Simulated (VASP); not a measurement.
Input of a VASP 6.6.1 run:

File POSCAR:

```
SiC
1.0
    0.0000000000      2.1780523450      2.1780523450
    2.1780523450      0.0000000000      2.1780523450
    2.1780523450      2.1780523450      0.0000000000
Si C
1 1
Direct
    0.0000000000      0.0000000000      0.0000000000
    0.2500000000      0.2500000000      0.2500000000
```

INCAR.step1

```
SYSTEM = SiC
PREC = Accurate
ENCUT = 520
ISMEAR = 0
SIGMA = 0.01
LREAL = .False.
LASPH = .True.
NELM = 60
NBANDS = 11
GGA = PE
ALGO = Normal
EDIFF = 1E-4
LWAVE = .True.
LCHARG = .False.
```

Contents of INCAR.step2:

```
SYSTEM = SiC
PREC = Accurate
ENCUT = 520
EDIFF = 1E-6
ISMEAR = 0
SIGMA = 0.01
LREAL = .False.
LASPH = .True.
NELM = 60
ALGO = Normal
ISIF = 2
LWAVE = .False.
LCHARG = .False.
METAGGA = R2SCAN
LMIXTAU = .True.
NBANDS = 11
ISTART = 1
```

The input KPOINTS:

```
Automatic mesh
0
Gamma
  8 8 8
  0 0 0
```

Potentials or basis: VASP PAW PBE potentials, release 64 (Si, C).

Command:

```sh
$ cat potpaw_PBE.64/Si/POTCAR potpaw_PBE.64/C/POTCAR > POTCAR
$ cp INCAR.step1 INCAR
$ mpirun -np 1 vasp_std > vasp.out
$ cp INCAR.step2 INCAR
$ mpirun -np 1 vasp_std > vasp.out
```

What does it give for the pressure?

-0.1 GPa.

Estimate the band gap on the k mesh.

1.72 eV, indirect (least direct gap 5.06 eV).

Caveat: the PAW data sets were made with another functional, which shifts forces and pressure a little. r2SCAN opens gaps a little over a GGA but as a rule still falls short of measured ones.
